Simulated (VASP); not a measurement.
# InP (I4/mmm) in VASP: notebook

The runs below take InP through electric field gradients, with LDA.

Everything below comes from runs of VASP 6.6.1. Logs are shortened: lines on timing, memory, paths and dates and some standing lists are left out, and cuts for length are marked.

## (1) The cell of the first run

Symmetry: I4/mmm, No. 139, tetragonal system. The conventional cell has a = 4.038 Å, b = 4.038 Å, c = 5.653 Å, α = 90.00°, β = 90.00°, γ = 90.00°. In (site symmetry 4/mmm) has 6 P at 2.83 to 2.85 Å within 3.7 Å. P (site symmetry 4/mmm) has 6 In at 2.83 to 2.85 Å within 3.7 Å.

## (2) Electric field gradients, LDA (zz strain of -1 %)

The input, INCAR:

```
SYSTEM = InP
PREC = Accurate
ENCUT = 520
EDIFF = 1E-8
ISMEAR = -1
SIGMA = 0.05
LREAL = .FALSE.
LASPH = .TRUE.
NELM = 80
ALGO = Normal
ISIF = 2
LWAVE = .FALSE.
LCHARG = .FALSE.
GGA = CA
LEFG = .TRUE.
NBANDS = 16
```

The input, KPOINTS:

```
regular mesh
0
G
  11 11 11
  0 0 0
```

The input, POSCAR:

```
InP
1.0
    0.0000000000      2.8550000000      2.8264500000
    2.8550000000      0.0000000000      2.8264500000
    2.8550000000      2.8550000000      0.0000000000
In P
1 1
Direct
    0.0000000000      0.0000000000      0.0000000000
    0.5000000000      0.5000000000      0.5000000000
```

Potentials or basis: VASP PAW LDA potentials, release 64 (In_d, P).

Started as:

```
$ cat potpaw_LDA.64/In_d/POTCAR potpaw_LDA.64/P/POTCAR > POTCAR
$ mpirun -np 1 vasp_std > vasp.out
```

OUTCAR:

```text
SYSTEM = InP
   PREC = Accurate
   ENCUT = 520
   EDIFF = 1E-8
   ISMEAR = -1
   LREAL = .FALSE.
   LASPH = .TRUE.
   NELM = 80
   ISIF = 2
   GGA = CA

 ion  position               nearest neighbor table
   1  0.000  0.000  0.000-   2 2.83   2 2.83   2 2.85   2 2.85   2 2.85   2 2.85
   2  0.500  0.500  0.500-   1 2.83   1 2.83   1 2.85   1 2.85   1 2.85   1 2.85

  LATTYP: Found a body centered tetragonal cell.
 ALAT       =     4.0375797206
 C/A-ratio  =     1.4000714267

  Lattice vectors:

 A1 = (   0.0000000000,  -2.8550000000,  -2.8264500000)
 A2 = (   0.0000000000,   2.8550000000,  -2.8264500000)
 A3 = (   2.8550000000,   0.0000000000,   2.8264500000)

Analysis of symmetry for initial positions (statically):
=====================================================================
 Subroutine PRICEL returns:
 Original cell was already a primitive cell.

 Routine SETGRP: Setting up the symmetry group for a
 body centered tetragonal supercell.

 Subroutine GETGRP returns: Found 16 space group operations
 (whereof 16 operations were pure point group operations)
 out of a pool of 16 trial point group operations.

The static configuration has the point symmetry D_4h.

Analysis of symmetry for dynamics (positions and initial velocities):
=====================================================================
 Subroutine PRICEL returns:
 Original cell was already a primitive cell.

 Routine SETGRP: Setting up the symmetry group for a
 body centered tetragonal supercell.

 Subroutine GETGRP returns: Found 16 space group operations
 (whereof 16 operations were pure point group operations)
 out of a pool of 16 trial point group operations.

The dynamic configuration has the point symmetry D_4h.

 Subroutine INISYM returns: Found 16 space group operations
 (whereof 16 operations are pure point group operations),
 and found     1 'primitive' translations

----------------------------------------------------------------------------------------

                                     Primitive cell

  volume of cell :      46.0769

  direct lattice vectors                    reciprocal lattice vectors
[... 117 lines left out ...]
   LRPA    =     F    only Hartree local field effects (RPA)
 non-spin polarized calculation
  energy-cutoff  :      520.00
  volume of cell :       46.08
 maximum number of plane-waves:      1262
 NGX is ok and might be reduce to    30
   NGX = 15   NGY = 15   NGZ = 15

 number of electron      17.9999992 magnetization

 Free energy of the ion-electron system (eV)
  ---------------------------------------------------
  ext. energy  EPLUGINS =         0.00000000
  ---------------------------------------------------
  free energy    TOTEN  =        -9.11822960 eV

  energy without entropy =       -9.11048364  energy(sigma->0) =       -9.11435662

 E-fermi :   5.8543     XC(G=0): -10.2728

 val. band max:        5.8492824191   @ k =  -0.4545  -0.0000   0.0909
 cond. band min:       5.8722061679   @ k =  -0.0909  -0.0000   0.0909
 fundamental gap:      0.0229237487
 Fermi energy:         5.8543078890

 k-point     1 :       0.0000    0.0000    0.0000
  band No.  band energies     occupation
      1      -8.1832      2.00000
      2      -8.1819      2.00000
      3      -8.1642      2.00000
      4      -8.1642      2.00000
      5      -8.1604      2.00000
      6      -5.5529      2.00000
[... 433 lines left out ...]
      3      -8.1600      2.00000
      4      -8.1358      2.00000
      5      -8.1246      2.00000
      6      -4.5864      2.00000
[... 8 lines left out ...]
     15      15.5764      0.00000
     16      16.6531      0.00000

 [... further k-points ...]
[... 5 lines left out ...]
  --------------------------------------------------------------------------------------
  -------------------------------------------------------------------------------------
  Total       -2.7328480     -2.7328480     -2.5168856      0.0000000      0.0000000      0.0000000
  in kB      -95.0260173    -95.0260173    -87.5166180      0.0000000      0.0000000      0.0000000
  external PRESSURE =     -92.5228842 kB  Pullay stress =       0.0000000 kB

 VOLUME and BASIS-vectors are now :
 -----------------------------------------------------------------------------
  energy-cutoff  :      520.00
  volume of cell :       46.08
      direct lattice vectors                 reciprocal lattice vectors
     0.000000000  2.855000000  2.826450000    -0.175131349  0.175131349  0.176900352
     2.855000000  0.000000000  2.826450000     0.175131349 -0.175131349  0.176900352
     2.855000000  2.855000000  0.000000000     0.175131349  0.175131349 -0.176900352

 POSITION                                       TOTAL-FORCE (eV/Angst)
 -----------------------------------------------------------------------------------
      0.00000      0.00000      0.00000        -0.000000      0.000000      0.000000
      2.85500      2.85500      2.82645         0.000000     -0.000000     -0.000000
 -----------------------------------------------------------------------------------
    total drift:                               -0.000000      0.000000      0.000000

  FREE ENERGIE OF THE ION-ELECTRON SYSTEM (eV)
  ---------------------------------------------------
  free  energy   TOTEN  =        -9.1182296012 eV

  energy  without entropy=       -9.1104836363  energy(sigma->0) =       -9.11435662

 Electric field gradients (V/A^2)
---------------------------------------------------------------------
 ion       V_xx      V_yy      V_zz      V_xy      V_xz      V_yz
---------------------------------------------------------------------
   1       4.776     4.776    -9.552    -0.001    -0.001    -0.001
   2      -0.337    -0.337     0.674    -0.000    -0.000    -0.000
---------------------------------------------------------------------

 Electric field gradients after diagonalization (V/A^2)
 (convention: |V_zz| > |V_xx| > |V_yy|)
----------------------------------------------------------------------
 ion       V_xx      V_yy      V_zz     asymmetry (V_yy - V_xx)/ V_zz
----------------------------------------------------------------------
   1       4.777     4.775    -9.552       0.000
   2      -0.337    -0.337     0.674       0.000
----------------------------------------------------------------------

           NMR quadrupolar parameters

 Cq : quadrupolar parameter    Cq=e*Q*V_zz/h
 eta: asymmetry parameters     (V_yy - V_xx)/ V_zz
 Q  : nuclear electric quadrupole moment in mb (millibarn)
----------------------------------------------------------------------
 ion       Cq(MHz)       eta       Q (mb)
----------------------------------------------------------------------
   1      -0.023       0.000       1.000
   2       0.002       0.000       1.000
----------------------------------------------------------------------
```

Run time: 2 min. Hardware: 1 thread of Intel Xeon 8259CL, shared host; peak memory 0.22 GiB.

What came out:

| Quantity | Value |
| --- | --- |
| Free energy | -9.1182 eV |
| Pressure | -9.3 GPa |
| Band gap on the k mesh | zero (bands 9 and 10 overlap by 2.39 eV) |
| Largest electric field gradient by atom | In -9.6; P +0.7 V/Å² |

Stress tensor (GPa, compression positive):
```
-9.50  0.00  0.00
 0.00 -9.50  0.00
 0.00  0.00 -8.75
```

Electric field gradients, principal values (V/Å²):
```
atom   least  middle  greatest (by size)
1 In   4.775   4.777              -9.552
 2 P  -0.337  -0.337               0.674
```

Caveat: the cell differs from its parent crystal (zz strain of -1 %); the cell stands under tension; without QUAD_EFG the Cq values of the log hold for a quadrupole moment of 1 mb, not for the nuclei; spin-orbit coupling is left out, which moves the levels of the heavy elements.

## (3) Electric field gradients, LDA (zz strain of -1 %)

The input, INCAR:

```
SYSTEM = InP
ALGO     = Normal         ! electronic algorithm
EDIFF    = 1E-8           ! SCF threshold, eV
ENCUT    = 520            ! plane-wave cutoff, eV
ISIF     = 2              ! what is computed and relaxed
ISMEAR   = -1             ! smearing method
LASPH    = .True.         ! aspherical terms in the spheres
LCHARG   = .False.        ! write CHGCAR
LEFG     = .True.       
LREAL    = .False.        ! projectors in reciprocal space
LWAVE    = .False.        ! write WAVECAR
NBANDS   = 16             ! bands
NELM     = 60             ! most SCF steps
PREC     = Accurate       ! precision mode
SIGMA    = 0.05           ! smearing width, eV
```

The input, KPOINTS:

```
k-points
0
Gamma
  11 11 11
  0 0 0
```

POSCAR is that of step 2.

Potentials or basis: VASP PAW LDA potentials, release 64 (In_d, P).

Started as:

```
$ cat potpaw_LDA.64/In_d/POTCAR potpaw_LDA.64/P/POTCAR > POTCAR
$ mpirun -np 1 vasp_std > vasp.out
```

OUTCAR:

```text
SYSTEM = InP
   EDIFF = 1E-8
   ENCUT = 520
   ISIF = 2
   ISMEAR = -1
   LASPH = .True.
   LREAL = .False.
   NELM = 60
   PREC = Accurate

 ion  position               nearest neighbor table
   1  0.000  0.000  0.000-   2 2.83   2 2.83   2 2.85   2 2.85   2 2.85   2 2.85
   2  0.500  0.500  0.500-   1 2.83   1 2.83   1 2.85   1 2.85   1 2.85   1 2.85

  LATTYP: Found a body centered tetragonal cell.
 ALAT       =     4.0375797206
 C/A-ratio  =     1.4000714267

  Lattice vectors:

 A1 = (   0.0000000000,  -2.8550000000,  -2.8264500000)
 A2 = (   0.0000000000,   2.8550000000,  -2.8264500000)
 A3 = (   2.8550000000,   0.0000000000,   2.8264500000)
[... 668 lines left out ...]
  free  energy   TOTEN  =        -9.1182296012 eV

  energy  without entropy=       -9.1104836363  energy(sigma->0) =       -9.11435662

 Electric field gradients (V/A^2)
---------------------------------------------------------------------
 ion       V_xx      V_yy      V_zz      V_xy      V_xz      V_yz
---------------------------------------------------------------------
   1       4.776     4.776    -9.552    -0.001    -0.001    -0.001
   2      -0.337    -0.337     0.674    -0.000    -0.000    -0.000
---------------------------------------------------------------------

 Electric field gradients after diagonalization (V/A^2)
 (convention: |V_zz| > |V_xx| > |V_yy|)
----------------------------------------------------------------------
 ion       V_xx      V_yy      V_zz     asymmetry (V_yy - V_xx)/ V_zz
----------------------------------------------------------------------
   1       4.777     4.775    -9.552       0.000
   2      -0.337    -0.337     0.674       0.000
----------------------------------------------------------------------

           NMR quadrupolar parameters

 Cq : quadrupolar parameter    Cq=e*Q*V_zz/h
 eta: asymmetry parameters     (V_yy - V_xx)/ V_zz
 Q  : nuclear electric quadrupole moment in mb (millibarn)
----------------------------------------------------------------------
 ion       Cq(MHz)       eta       Q (mb)
----------------------------------------------------------------------
   1      -0.023       0.000       1.000
   2       0.002       0.000       1.000
----------------------------------------------------------------------
```

stdout:

```text
POSCAR found type information on POSCAR InP
 POSCAR found :  2 types and       2 ions
 scaLAPACK will be used
 LDA part: xc-table for (Slater(with rela. corr.)+CA(PZ))
 , standard interpolation
 POSCAR, INCAR and KPOINTS ok, starting setup
 FFT: planning ... GRIDC
 FFT: planning ... GRID_SOFT
 FFT: planning ... GRID
 WAVECAR not read
 entering main loop
ion   1

ion   2
```

Run time: 1.9 min. Hardware: 1 thread of Intel Xeon 8259CL, shared host; peak memory 0.22 GiB.

Results:

- Free energy: -9.1182 eV
- Pressure: -9.3 GPa
- Band gap on the k mesh: zero (bands 9 and 10 overlap by 2.39 eV)
- Largest electric field gradient by atom: In -9.6; P +0.7 V/Å²

Stress tensor (GPa, compression positive):
```
-9.50  0.00  0.00
 0.00 -9.50  0.00
 0.00  0.00 -8.75
```

Electric field gradients, principal values (V/Å²):
| atom | least | middle | greatest (by size) |
| --- | --- | --- | --- |
| 1 In | 4.775 | 4.777 | -9.552 |
| 2 P | -0.337 | -0.337 | 0.674 |

Caveat: the cell differs from its parent crystal (zz strain of -1 %); the cell stands under tension; without QUAD_EFG the Cq values of the log hold for a quadrupole moment of 1 mb, not for the nuclei; spin-orbit coupling is left out, which moves the levels of the heavy elements.
